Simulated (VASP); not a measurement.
SiW7, 8 atoms in the cell. Symmetry: P4/mmm, No. 123, tetragonal system. Conventional cell: a = 3.260 Å, b = 3.260 Å, c = 12.510 Å, α = 90.00°, β = 90.00°, γ = 90.00°. Si (site symmetry 4/mmm) has 10 W at 2.73 to 3.03 Å and 4 Si at 3.26 Å within 3.6 Å. Within 3.7 Å of W (site symmetry 4mm) lie 13 W at 2.79 to 3.26 Å and 1 Si at 3.03 Å. W (site symmetry 4mm) has 14 W at 2.81 to 3.26 Å within 3.7 Å. Within 3.6 Å of W (site symmetry 4mm) lie 4 Si at 2.73 Å and 10 W at 2.79 to 3.26 Å. Within 3.7 Å of W (site symmetry 4/mmm) lie 14 W at 2.81 to 3.26 Å. 

```yaml
Program: VASP 6.6.1
Task: relaxation of shape and atoms at fixed volume
Functional: PBE
Potentials_or_basis: VASP PAW PBE potentials, release 64 (Si, W_sv)
Cutoff: 600 eV
k_mesh: 10 × 10 × 4
Occupations: gaussian, width 0.1 eV
Spin: no spin polarisation
Dipole_correction: no
Further_INCAR_settings: ALGO = Fast; EDIFF = 1e-06; IBRION = 2; EDIFFG = -0.01; NSW = 50; ISIF = 4
```

Potentials or basis: VASP PAW PBE potentials, release 64 (Si, W_sv).

Command:

```console
$ cat potpaw_PBE.64/Si/POTCAR potpaw_PBE.64/W_sv/POTCAR > POTCAR
$ mpirun -np 1 vasp_std > vasp.out
```

Hardware: 1 thread of Oxide Virtual Turin-like Processor, with other jobs on the host.

Question: How long does it take, and how much memory?

Answer: It took 22 min on 1 thread of Oxide Virtual Turin-like Processor (shared host), peak memory 0.54 GiB. Counts: scf iterations 25, k points 63, ion steps 2.
